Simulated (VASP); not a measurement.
Ge: single point with r2SCAN

The system is Ge.

```
Ge
1.0
     1.39715   -2.60052    0.00000
     1.39715    2.60052    0.00000
     0.00000    0.00000    2.69823
Ge
1
Direct
  0.50000 0.50000 0.00000
```

```json
{
  "Program": "VASP 6.6.1",
  "Task": "single point",
  "Functional": "r2SCAN",
  "Potentials or basis": "VASP PAW PBE potentials, release 64 (Ge_d)",
  "Cutoff": "520 eV",
  "k mesh": "9 × 9 × 8",
  "Occupations": "methfessel-paxton, width 0.025 eV",
  "Spin": "no spin polarisation"
}
```

```
Pressure               : -3.3 GPa
Band gap on the k mesh : zero (bands 7 and 8 overlap by 10.33 eV)
```

Stress tensor (GPa, compression positive):
```
-4.25  0.00  0.00
 0.00 -2.02  0.00
 0.00  0.00 -3.63
```

Levels at points of the mesh, in eV from the Fermi level:
```csv
k point,band 3,band 4,band 5,band 6,band 7,band 8,band 9,band 10,band 11,band 12
"(0.00, 0.00, 0.00)",-25.55,-25.45,-25.43,-13.68,6.80,7.33,8.92,10.39,13.10,15.63
"(0.00, 0.00, 0.50)",-25.52,-25.50,-25.48,-9.72,-6.12,10.39,11.98,16.59,17.08,17.79
```

It took 54 s on 1 thread of Intel(R) Xeon(R) Platinum 8259CL CPU @ 2.50GHz (Skylake/Cascade Lake), with other jobs on the host, peak memory 0.16 GiB.

Caveat: the cell stands under tension; the PAW data sets were made with another functional, which shifts forces and pressure a little.
